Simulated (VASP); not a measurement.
CuO2:

```
CELL_PARAMETERS angstrom
1.41261 -5.21075 0.00000
1.41261 5.21075 0.00000
0.00000 0.00000 4.34342
ATOMIC_POSITIONS crystal
Cu 0.16725 0.83275 0.75000
Cu 0.83275 0.16725 0.25000
O 0.78897 0.21103 0.75000
O 0.21103 0.78897 0.25000
O 0.55149 0.44851 0.75000
O 0.44851 0.55149 0.25000
```

Base run:

| Item | Value |
| --- | --- |
| Program | VASP 6.6.1 |
| Functional | r2SCAN |
| Potentials or basis | VASP PAW PBE potentials, release 64 (Cu, O) |
| Cutoff | 520 eV |
| k mesh | 10 × 10 × 6 |
| Occupations | fermi-dirac, width 0.05 eV |
| Spin | no spin polarisation |

Its results: band gap on the k mesh zero (band 23 reaches 2.42 eV, above the bottom of band 24 at 1.93 eV); pressure -8.0 GPa; largest force 0.436 eV/Å.

Q: The run is repeated on the same cell with these changes: functional from r2SCAN to LDA; potentials or basis from VASP PAW PBE potentials, release 64 (Cu, O) to VASP PAW LDA potentials, release 64 (Cu, O). What comes out?

A: Band gap on the k mesh zero (band 23 reaches 2.54 eV, above the bottom of band 24 at 2.03 eV); pressure -13.7 GPa; largest force 0.689 eV/Å.

Caveats: semilocal functionals often make such compounds metallic where correlation or magnetic order opens a gap, which also shifts bond lengths; the PAW data sets were made with another functional, which shifts forces and pressure a little (some runs).
